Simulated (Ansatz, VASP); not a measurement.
One calculation of Te2Mo, two programs

```xyz
3
Lattice="3.7008 0.0000 0.0000 -1.8504 3.2050 0.0000 0.0000 0.0000 16.1651" Properties=species:S:1:pos:R:3 pbc="T T T"
Te    0.0000    2.1367   14.4968
Te    0.0000    2.1367    1.6683
Mo    0.0000    0.0000    0.0000
```

Alike in both runs: task single point; functional PBE; k mesh 12 × 12 × 2; occupations gaussian, width 0.05 eV; no spin polarisation.

|  | VASP | Ansatz |
| --- | --- | --- |
| version | VASP 6.6.1 | Ansatz 0.2.0 |
| potentials or method | VASP PAW PBE potentials, release 64 (Te, Mo_sv), cutoff 520 eV | scalar-relativistic, plane waves, PAW |
| valence electrons in the cell | 26 | 46 |

|  | VASP | Ansatz | Ansatz less VASP |
| --- | --- | --- | --- |
| gap on the k mesh at the Fermi level (eV) | 0.42 | 0.43 | +0.014 |
| least direct gap on the mesh (eV) | 0.71 | 0.71 | +0.003 |
| rms of the force components (eV/Å) | 0.634 | 0.623 | -0.0112 |

Atom by atom the forces differ by 0.011 eV/Å (rms over components). With one functional, cell and mesh, what is left measures potentials, basis and numerics. VASP's potentials hold 26 valence electrons a cell and Ansatz's 46, so a difference there can come from the potentials and not from the codes.

Spin-orbit coupling is off throughout.
